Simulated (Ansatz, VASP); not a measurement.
HfN in VASP and in Ansatz

```
Hf N
1.0
     0.00000    2.25144    2.25144
     2.25144    0.00000    2.25144
     2.25144    2.25144    0.00000
Hf N
1 1
Direct
  0.00000 0.00000 0.00000
  0.50000 0.50000 0.50000
```

Change from the starting cell: volume scaled by 0.99, PAW files.

Alike in both runs: task electric field gradients; functional LDA; k mesh 10 × 10 × 10; occupations fermi-dirac, width 0.03 eV; no spin polarisation.

|  | VASP | Ansatz |
| --- | --- | --- |
| version | VASP 6.6.1 | Ansatz 0.2.0 |
| potentials or method | VASP PAW LDA potentials, release 64 (Hf_pv, N) | PAW with Ansatz's default frozen-core files, scalar-relativistic |
| plane-wave cutoff (eV) | 520 | 420 |
| valence electrons in the cell | 15 | 31 |

```csv
,VASP,Ansatz,Ansatz less VASP
pressure (GPa),-7.9,-6.7,+1.22
```

LDA's correlation is that of Perdew and Zunger in VASP and of Perdew and Wang (1992) in Ansatz. VASP's potentials hold 15 valence electrons a cell and Ansatz's 31, so a difference there can come from the potentials and not from the codes.

Spin-orbit coupling is off throughout.
